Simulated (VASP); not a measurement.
A run of VASP 6.6.1 is set up as follows.

The input INCAR:

```
PREC = Accurate
ENCUT = 600
EDIFF = 1E-6
ISMEAR = 0
SIGMA = 0.1
LREAL = False
LASPH = True
NELM = 80
ALGO = Normal
ISIF = 3
LWAVE = False
LCHARG = False
GGA = PE
IBRION = 2
NSW = 100
EDIFFG = -0.005
```

Contents of KPOINTS:

```
regular mesh
0
Gamma
  14 14 14
```

Contents of POSCAR:

```
Pb
1.0
    0.0000000000      2.4749988096      2.4749988096
    2.4749988096      0.0000000000      2.4749988096
    2.4749988096      2.4749988096      0.0000000000
Pb
1
Direct
    0.0000000000      0.0000000000      0.0000000000
```

Potentials or basis: VASP PAW PBE potentials, release 64 (Pb_d).

Run with:

```sh
$ cat potpaw_PBE.64/Pb_d/POTCAR > POTCAR
$ mpirun -np 1 vasp_std > vasp.out
```

Predict the relaxed volume.

32.00 Å³/atom.

Estimate the relaxed cell.

a = 3.564 Å, b = 3.564 Å, c = 3.564 Å, α = 60.00°, β = 60.00°, γ = 60.00°.

What does it give for the space group after relaxing (to 0.05 Å)?

Fm-3m (No. 225).

Estimate the band gap on the k mesh.

zero (band 7 reaches 13.69 eV, above the bottom of band 8 at 5.25 eV).

Final structure:
```xyz
1
Lattice="0.0000 2.5199 2.5199 2.5199 0.0000 2.5199 2.5199 2.5199 0.0000" Properties=species:S:1:pos:R:3 pbc="T T T"
Pb    0.0000    0.0000    0.0000
```

Caveat: spin-orbit coupling is left out, which moves the levels of the heavy elements.
